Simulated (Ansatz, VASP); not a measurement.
## Ge in VASP and in Ansatz

Contents of POSCAR:

```
Ge
1.0
    0.0000000000      0.0000000000      2.8445520000
    2.6054380000     -2.6054290000      1.4222760000
    2.6054380000      2.6054290000     -1.4222760000
Ge
2
Direct
    0.0000000000      0.0000000000      0.0000000000
    0.7500000000      0.5000000000      0.5000000000
```

File INCAR.step1:

```
SYSTEM = Ge
  PREC = Accurate
  ENCUT = 520
  ISMEAR = 0
  SIGMA = 0.2674
  LREAL = .False.
  LASPH = .True.
  NELM = 60
  NBANDS = 21
  GGA = PE
  ALGO = Normal
  EDIFF = 1E-4
  LWAVE = .True.
  LCHARG = .False.
```

INCAR.step2

```
SYSTEM = Ge
  PREC = Accurate
  ENCUT = 520
  EDIFF = 1E-7
  ISMEAR = 0
  SIGMA = 0.2674
  LREAL = .False.
  LASPH = .True.
  NELM = 60
  ALGO = Normal
  ISIF = 2
  LWAVE = .False.
  LCHARG = .False.
  METAGGA = R2SCAN
  LMIXTAU = .True.
  NBANDS = 21
  ISTART = 1
```

The input KPOINTS:

```
Automatic mesh
0
Gamma
  7 7 7
  0 0 0
```

Input for Ansatz:

```yaml
crystal:
  lattice:
    - [0.0, 0.0, 2.844552]
    - [2.605438, -2.605429, 1.422276]
    - [2.605438, 2.605429, -1.422276]
  atoms:
    - { symbol: Ge, position: [0.0, 0.0, 0.0] }
    - { symbol: Ge, position: [0.75, 0.5, 0.5] }
  symmetry: { tolerance: 0.0003 }
kpoints:
  mp_grid: { grid: [7, 7, 7], shift: [0, 0, 0] }
magnetization:
  spin_polarized: false
scf:
  occupations: { method: gaussian, width: 0.2674 }
hamiltonian:
  pseudopotentials: { kind: paw }
  xc: r2scan
basis:
  ecutwfc: 500
output:
  forces: true
  stress: true
  eigenvalues: true
```

Alike in both runs: task single point; functional r2SCAN; k mesh 7 × 7 × 7; occupations gaussian, width 0.2674 eV; no spin polarisation.

|  | VASP | Ansatz |
| --- | --- | --- |
| version | VASP 6.6.1 | Ansatz 0.2.0 |
| potentials or method | VASP PAW PBE potentials, release 64 (Ge_d), cutoff 520 eV | PAW plane waves |
| valence electrons in the cell | 28 | 28 |

```tsv
	VASP	Ansatz	Ansatz less VASP
gap on the k mesh at the Fermi level (eV)	none	none	-
pressure (GPa)	-2.9	-2.7	+0.11
traceless stress, the component that is largest in VASP (GPa)	1.79	1.80	+0.019
```

VASP's potentials were made for PBE, not for r2SCAN. A gap of «none» marks a metal or a gap that the smearing closes. With one functional, cell and mesh, what is left measures potentials, basis and numerics. Ansatz's warnings: structure snapped to symmetry.
